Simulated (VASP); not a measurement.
Input of a VASP 6.6.1 run:

Contents of POSCAR:

```
W
1.0
   -1.5473513207      1.5473513207      1.7020864528
    1.5473513207     -1.5473513207      1.7020864528
    1.5473513207      1.5473513207     -1.7020864528
W
1
Direct
    0.0000000000      0.0000000000      0.0000000000
```

INCAR.step1

```
SYSTEM = W
PREC = Accurate
ENCUT = 520
ISMEAR = 0
SIGMA = 0.15
LREAL = .False.
LASPH = .True.
NELM = 80
NBANDS = 13
GGA = PE
ALGO = Normal
EDIFF = 1E-4
LWAVE = .True.
LCHARG = .False.
```

Contents of INCAR.step2:

```
SYSTEM = W
PREC = Accurate
ENCUT = 520
EDIFF = 1E-6
ISMEAR = 0
SIGMA = 0.15
LREAL = .False.
LASPH = .True.
NELM = 80
ALGO = Normal
ISIF = 2
LWAVE = .False.
LCHARG = .False.
METAGGA = R2SCAN
LMIXTAU = .True.
NBANDS = 13
ISTART = 1
```

KPOINTS

```
regular mesh
0
Gamma
  24 24 24
  0 0 0
```

Potentials or basis: VASP PAW PBE potentials, release 64 (W_sv).

Launch:

```sh
$ cat potpaw_PBE.64/W_sv/POTCAR > POTCAR
$ cp INCAR.step1 INCAR
$ mpirun -np 1 vasp_std > vasp.out
$ cp INCAR.step2 INCAR
$ mpirun -np 1 vasp_std > vasp.out
```

Q: What does it give for the band gap on the k mesh?

A: Zero (band 7 reaches 15.81 eV, above the bottom of band 8 at 9.88 eV).

Q: What does it give for the pressure?

A: -5.0 GPa.

Stress tensor (GPa, compression positive):
```
  3.79   0.00   0.00
  0.00   3.79   0.00
  0.00   0.00 -22.72
```

Caveat: the PAW data sets were made with another functional, which shifts forces and pressure a little; spin-orbit coupling is left out, which moves the levels of the heavy elements.
